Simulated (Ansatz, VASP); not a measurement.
**Two plane-wave programs on Ta**

```
CELL_PARAMETERS angstrom
-1.51918 1.51918 1.78338
1.51918 -1.51918 1.78338
1.51918 1.51918 -1.78338
ATOMIC_POSITIONS crystal
Ta 0.00000 0.00000 0.00000
```

Change from the starting cell: strain -0.080 along x and y, +0.080 along z, atoms carried along.

Alike in both runs: task single point; functional r2SCAN; k mesh 20 × 20 × 20; occupations gaussian, width 0.15 eV; no spin polarisation.

```csv
,VASP,Ansatz
version,VASP 6.6.1,Ansatz 0.2.0
potentials or method,"VASP PAW PBE potentials, release 64 (Ta_pv), cutoff 520 eV","scalar-relativistic, plane waves, PAW"
valence electrons in the cell,11,13
```

```tsv
	VASP	Ansatz	Ansatz less VASP
gap on the k mesh at the Fermi level (eV)	none	none	-
pressure (GPa)	25.6	24.7	-0.96
traceless stress, the component that is largest in VASP (GPa)	-13.24	-13.31	-0.065
```

VASP's potentials were made for PBE, not for r2SCAN. A gap of «none» marks a metal or a gap that the smearing closes. VASP's potentials hold 11 valence electrons a cell and Ansatz's 13, so a difference there can come from the potentials and not from the codes.

Spin-orbit coupling is off throughout.
